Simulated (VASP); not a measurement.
Crystal: Ta.

```
CELL_PARAMETERS angstrom
-1.65128 1.65128 1.65128
1.65128 -1.65128 1.65128
1.65128 1.65128 -1.65128
ATOMIC_POSITIONS crystal
Ta 0.00000 0.00000 0.00000
```

- Program: VASP 6.6.1
- Task: relaxation of cell and atoms
- Functional: PBEsol
- Potentials or basis: VASP PAW PBE potentials, release 64 (Ta_pv)
- Cutoff: 600 eV
- k mesh: 9 × 9 × 9
- Occupations: fermi-dirac, width 0.05 eV
- Spin: no spin polarisation

At the start: pressure -3.7 GPa; volume 18.01 Å³/atom.

Question: Where does the relaxation end?

Answer: Over 3 steps the energy falls by 4.1 meV/atom and the volume is 17.66 Å³/atom (-2.0 %); space group Im-3m (No. 229, to 0.05 Å).

Step by step:
```
step  energy change (eV)  largest force (eV/Å)  pressure (GPa)  volume (Å³)
   1              0.0000                0.0000           -3.67        18.01
   2              0.0137                0.0000            8.56        16.96
   3             -0.0041                0.0000           -0.06        17.66
```

Final structure:
```xyz
1
Lattice="-1.6405 1.6405 1.6405 1.6405 -1.6405 1.6405 1.6405 1.6405 -1.6405" Properties=species:S:1:pos:R:3 pbc="T T T"
Ta    0.0000    0.0000    0.0000
```

Caveat: the PAW data sets were made with another functional, which shifts forces and pressure a little.
